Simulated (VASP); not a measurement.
# Ge (Fd-3m) in VASP: single point with PBE

Aim: the single point of Ge with PBE.

All numbers are computed with VASP 6.6.1; they aren't measurements. Logs are shortened: lines on timing, memory, paths and dates and some standing lists are left out, and cuts for length are marked.

## (1) The cell of the first run

It takes space group Fd-3m (No. 227, cubic). The conventional cell has a = 5.761 Å, b = 5.761 Å, c = 5.761 Å, α = 90.00°, β = 90.00°, γ = 90.00°. Within 3.3 Å of Ge (site symmetry -43m) lie 4 Ge at 2.49 Å.

## (2) Single point, PBE

Input file POSCAR:

```
Ge
1.0
    0.0000000000      2.8804373655      2.8804373655
    2.8804373655      0.0000000000      2.8804373655
    2.8804373655      2.8804373655      0.0000000000
Ge
2
Direct
    0.5000000000      0.5000000000      0.5000000000
    0.7500000000      0.7500000000      0.7500000000
```

Input file INCAR.step1:

```
SYSTEM = Ge
ALGO = Normal
EDIFF = 1E-6
ENCUT = 520
GGA = PE
ISIF = 2
ISMEAR = 0
LASPH = .TRUE.
LCHARG = .TRUE.
LREAL = .FALSE.
LWAVE = .FALSE.
NBANDS = 21
NELM = 100
PREC = Accurate
SIGMA = 0.05
```

Input file KPOINTS.step1:

```
k-points
0
G
  14 14 14
  0 0 0
```

Input file INCAR.step2:

```
SYSTEM = Ge
ALGO = Normal
EDIFF = 1E-6
ENCUT = 520
GGA = PE
ICHARG = 11
ISIF = 2
ISMEAR = -5
LASPH = .TRUE.
LCHARG = .FALSE.
LORBIT = 11
LREAL = .FALSE.
LWAVE = .FALSE.
NEDOS = 2001
NELM = 100
PREC = Accurate
SIGMA = 0.05
```

Input file KPOINTS.step2:

```
k-points
0
G
  21 21 21
  0 0 0
```

Potentials or basis: VASP PAW PBE potentials, release 64 (Ge_d).

On the command line:

```
cat potpaw_PBE.64/Ge_d/POTCAR > POTCAR
cp INCAR.step1 INCAR
cp KPOINTS.step1 KPOINTS
mpirun -np 1 vasp_std > vasp.out
cp INCAR.step2 INCAR
cp KPOINTS.step2 KPOINTS
mpirun -np 1 vasp_std > vasp.out
```

OUTCAR:

```text
SYSTEM = Ge
   EDIFF = 1E-6
   ENCUT = 520
   GGA = PE
   ICHARG = 11
   ISIF = 2
   ISMEAR = -5
   LASPH = .TRUE.
   LORBIT = 11
   LREAL = .FALSE.
   NELM = 100
   PREC = Accurate

 ion  position               nearest neighbor table
   1  0.500  0.500  0.500-   2 2.49   2 2.49   2 2.49   2 2.49
   2  0.750  0.750  0.750-   1 2.49   1 2.49   1 2.49   1 2.49

  LATTYP: Found a face centered cubic cell.
 ALAT       =     5.7608747310

  Lattice vectors:

 A1 = (   0.0000000000,   2.8804373655,   2.8804373655)
 A2 = (   2.8804373655,   0.0000000000,   2.8804373655)
 A3 = (   2.8804373655,   2.8804373655,   0.0000000000)

Analysis of symmetry for initial positions (statically):
=====================================================================
 Subroutine PRICEL returns:
 Original cell was already a primitive cell.

 Routine SETGRP: Setting up the symmetry group for a
 face centered cubic supercell.

 Subroutine GETGRP returns: Found 48 space group operations
 (whereof 24 operations were pure point group operations)
 out of a pool of 48 trial point group operations.

The static configuration has the point symmetry T_d .
 The point group associated with its full space group is O_h .

Analysis of symmetry for dynamics (positions and initial velocities):
=====================================================================
 Subroutine PRICEL returns:
 Original cell was already a primitive cell.

 Routine SETGRP: Setting up the symmetry group for a
 face centered cubic supercell.

 Subroutine GETGRP returns: Found 48 space group operations
 (whereof 24 operations were pure point group operations)
 out of a pool of 48 trial point group operations.

The dynamic configuration has the point symmetry T_d .
 The point group associated with its full space group is O_h .

 Subroutine INISYM returns: Found 48 space group operations
 (whereof 24 operations are pure point group operations),
 and found     1 'primitive' translations

----------------------------------------------------------------------------------------

                                     Primitive cell

  volume of cell :      47.7975

  direct lattice vectors                    reciprocal lattice vectors
     0.000000000  2.880437366  2.880437366    -0.173584750  0.173584750  0.173584750
     2.880437366  0.000000000  2.880437366     0.173584750 -0.173584750  0.173584750
     2.880437366  2.880437366  0.000000000     0.173584750  0.173584750 -0.173584750

  length of vectors
[... 90 lines left out ...]
   ISIF   =      2    stress and relaxation
   ISYM   =      2    0-nonsym 1-usesym 2-fastsym
   POTIM  = 0.5000    time-step for ionic-motion
   TEBEG  =    0.0;   TEEND  =   0.0 temperature during run
   PSTRESS=    0.0 pullay stress
   NELECT =      28.0000    total number of electrons
   NUPDOWN=      -1.0000    fix difference up-down
   EMIN   =  10.00;   EMAX   =-10.00  energy-range for DOS
   EFERMI =   0.00;   METHOD = LEGACY
   ISMEAR =    -5;   SIGMA  =   0.05  broadening in eV -4-tet -1-fermi 0-gaus
   EFERMI_NEDOS =   21; number of points for ismear=-14 and -15
   IALGO  =     38    algorithm
   IMIX   =      4    mixing-type and parameters
     AMIX     =   0.40;   BMIX     =  1.00
     AMIX_MAG =   1.60;   BMIX_MAG =  1.00
  volume/ion in A,a.u.               =      23.90       161.28
  Fermi-wavevector in a.u.,A,eV,Ry     =   1.369806  2.588558 25.529544  1.876369
  Thomas-Fermi vector in A             =   2.495649
   LORBIT       =     11    0 simple, 1 ext, 2 COOP (PROOUT), +10 PAW based schemes
   GGA     = PE    functional components
   LHFCALC =     F    Hartree Fock is set to
   AEXX    =    0.0000 exact exchange contribution
   IVDW    =     0    specifies the selected vdW correction
   LEPSILON=     F    determine dielectric tensor
   LRPA    =     F    only Hartree local field effects (RPA)
 non-spin polarized calculation
 Fermi weights with tetrahedron method with Bloechl corrections
  energy-cutoff  :      520.00
  volume of cell :       47.80
 maximum number of plane-waves:      1308

 number of electron      27.9999979 magnetization

 Free energy of the ion-electron system (eV)
  ---------------------------------------------------
  ext. energy  EPLUGINS =         0.00000000
  ---------------------------------------------------
  free energy    TOTEN  =        -9.03863307 eV

  energy without entropy =       -9.03863307  energy(sigma->0) =       -9.03863307

 E-fermi :   4.4767     XC(G=0):  -9.6705

 val. band max:        4.4757267861   @ k =   0.0000   0.0000   0.0000
 cond. band min:       4.4757267894   @ k =   0.0000   0.0000   0.0000
 fundamental gap:      0.0000000034
 Fermi energy:         4.4767424961

 k-point     1 :       0.0000    0.0000    0.0000
  band No.  band energies     occupation
      1     -20.2674      2.00000
      2     -20.2674      2.00000
      3     -20.2674      2.00000
      4     -20.2348      2.00000
      5     -20.2348      2.00000
      6     -20.0523      2.00000
[... 481 lines left out ...]
      5     -20.1970      2.00000
      6     -20.0869      2.00000
[... 10 lines left out ...]
     17       8.2578      0.00000
     18      11.6501      0.00000

 [... further k-points ...]

------------------------ aborting loop because EDIFF is reached ----------------------------------------

  FORCE on cell =-STRESS in cart. coord.  units (eV):
  Direction    XX          YY          ZZ          XY          YZ          ZX
  --------------------------------------------------------------------------------------
  -------------------------------------------------------------------------------------
  Total       -0.0944988     -0.0944988     -0.0944988      0.0000000      0.0000000      0.0000000
  in kB       -3.1676085     -3.1676085     -3.1676085      0.0000000      0.0000000      0.0000000
  external PRESSURE =      -3.1676085 kB  Pullay stress =       0.0000000 kB

 VOLUME and BASIS-vectors are now :
 -----------------------------------------------------------------------------
  energy-cutoff  :      520.00
  volume of cell :       47.80
      direct lattice vectors                 reciprocal lattice vectors
     0.000000000  2.880437366  2.880437366    -0.173584750  0.173584750  0.173584750
     2.880437366  0.000000000  2.880437366     0.173584750 -0.173584750  0.173584750
     2.880437366  2.880437366  0.000000000     0.173584750  0.173584750 -0.173584750

 POSITION                                       TOTAL-FORCE (eV/Angst)
 -----------------------------------------------------------------------------------
      2.88044      2.88044      2.88044         0.000000      0.000000      0.000000
      4.32066      4.32066      4.32066        -0.000000     -0.000000      0.000000
 -----------------------------------------------------------------------------------
    total drift:                                0.000000     -0.000000      0.000000

  FREE ENERGIE OF THE ION-ELECTRON SYSTEM (eV)
  ---------------------------------------------------
  free  energy   TOTEN  =        -9.0386330651 eV

  energy  without entropy=       -9.0386330651  energy(sigma->0) =       -9.03863307

 total charge

# of ion       s       p       d       tot
------------------------------------------
    1        1.136   1.209  10.016  12.361
    2        1.136   1.209  10.016  12.361
--------------------------------------------------
tot          2.272   2.418  20.031  24.722
```

OUTCAR.step1:

```text
SYSTEM = Ge
   EDIFF = 1E-6
   ENCUT = 520
   GGA = PE
   ISIF = 2
   ISMEAR = 0
[... 800 lines left out ...]
      2.88044      2.88044      2.88044         0.000000      0.000000      0.000000
      4.32066      4.32066      4.32066        -0.000000     -0.000000     -0.000000
 -----------------------------------------------------------------------------------
    total drift:                                0.000000     -0.000000     -0.000000

  FREE ENERGIE OF THE ION-ELECTRON SYSTEM (eV)
  ---------------------------------------------------
  free  energy   TOTEN  =        -9.0367540854 eV

  energy  without entropy=       -9.0366862819  energy(sigma->0) =       -9.03672018
```

OSZICAR.step1:

```text
N       E                     dE             d eps       ncg     rms          rms(c)
DAV:   1     0.196213192158E+03    0.19621E+03   -0.14585E+04  4848   0.357E+03
DAV:   2     0.200578060264E+02   -0.17616E+03   -0.17063E+03  4378   0.635E+02
DAV:   3    -0.810665001118E+01   -0.28164E+02   -0.28006E+02  5033   0.146E+02
DAV:   4    -0.909100129250E+01   -0.98435E+00   -0.98392E+00  4903   0.319E+01
DAV:   5    -0.910787815320E+01   -0.16877E-01   -0.16876E-01  5018   0.469E+00    0.297E+00
DAV:   6    -0.906034387386E+01    0.47534E-01   -0.20013E-02  5278   0.150E+00    0.176E+00
DAV:   7    -0.903492037168E+01    0.25424E-01   -0.41119E-02  4743   0.192E+00    0.143E-01
DAV:   8    -0.903650704403E+01   -0.15867E-02   -0.54739E-03  4883   0.939E-01    0.426E-02
DAV:   9    -0.903672611450E+01   -0.21907E-03   -0.25325E-04  4893   0.181E-01    0.138E-02
DAV:  10    -0.903675158549E+01   -0.25471E-04   -0.43672E-05  5039   0.668E-02    0.582E-03
DAV:  11    -0.903675412305E+01   -0.25376E-05   -0.65503E-06  4912   0.376E-02    0.174E-03
DAV:  12    -0.903675408545E+01    0.37602E-07   -0.20591E-07  3252   0.786E-03
   1 F= -.90367541E+01 E0= -.90367202E+01  d E =-.678035E-04
```

Run time: 89 s. Hardware: 1 thread of AMD EPYC 9R45 (Zen 5), shared host; peak memory 0.28 GiB.

Results:

| Property | Result |
| --- | --- |
| Valence electrons inside the program's atomic spheres | Ge 12.36 |

Levels at points of the mesh, in eV from the Fermi level:
| k point | band 10 | band 11 | band 12 | band 13 | band 14 | band 15 | band 16 | band 17 | band 18 |
| --- | --- | --- | --- | --- | --- | --- | --- | --- | --- |
| (0.00, 0.00, 0.00) | -24.52 | -12.37 | -0.45 | 0.00 | 0.00 | 0.00 | 2.53 | 2.53 | 2.53 |

Caveat: tetrahedron occupations give inexact forces and stress in metals.
